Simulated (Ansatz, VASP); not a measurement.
# CSe2 in VASP and in Ansatz

```
C Se
1.0
     3.56977   -2.99478    0.00000
     3.56977    2.99478    0.00000
     0.00000    0.00000    9.46265
C Se
2 4
Direct
  0.50000 0.50000 0.50000
  0.00000 0.00000 0.00000
  0.71242 0.28758 0.62062
  0.28758 0.71242 0.37938
  0.78758 0.21242 0.12061
  0.21242 0.78758 0.87938
```

Alike in both runs: task electric field gradients; functional revpbe exchange, lda correlation; k mesh 5 × 5 × 3; no spin polarisation.

|  | VASP | Ansatz |
| --- | --- | --- |
| version | VASP 6.6.1 | Ansatz 0.2.0 |
| potentials or method | VASP PAW PBE potentials, release 64 (C, Se), cutoff 520 eV | plane waves, PAW |
| occupations | gaussian, width 0.01 eV | fixed |
| valence electrons in the cell | 32 | 72 |

```csv
,VASP,Ansatz,Ansatz less VASP
gap on the k mesh at the Fermi level (eV),2.42,2.42,-0.005
```

VASP's potentials were made for PBE, not for revpbe exchange, lda correlation. VASP's potentials hold 32 valence electrons a cell and Ansatz's 72, so a difference there can come from the potentials and not from the codes.
